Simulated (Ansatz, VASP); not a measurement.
**ZnO in VASP and in Ansatz**

```
CELL_PARAMETERS angstrom
3.29216 0.00000 0.00000
-1.64608 2.85109 0.00000
0.00000 0.00000 5.27228
ATOMIC_POSITIONS crystal
Zn 0.33333 0.66667 0.00048
Zn 0.66667 0.33333 0.50048
O 0.33333 0.66667 0.38162
O 0.66667 0.33333 0.88162
```

Change from the starting cell: volume scaled by 1.04, ions relaxed.

Alike in both runs: task relaxation of the atoms; functional PBE; k mesh 11 × 11 × 6; occupations fermi-dirac, width 0.02 eV; no spin polarisation.

|  | VASP | Ansatz |
| --- | --- | --- |
| version | VASP 6.6.1 | Ansatz 0.2.0 |
| potentials or method | VASP PAW PBE potentials, release 64 (Zn, O) | plane-wave PAW, scalar-relativistic |
| plane-wave cutoff (eV) | 520 | 420 |
| valence electrons in the cell | 36 | 36 |

VASP gave:

```
gap on the k mesh at the Fermi level, each at its own relaxed structure (eV) : 0.73
```

Q: Estimate Ansatz's values.

A: gap on the k mesh at the Fermi level, each at its own relaxed structure (eV): 0.75.

Ansatz's warnings: stress scf threshold loose.

Noted on VASP's run: the relaxation stopped at its first step, so nothing moved.
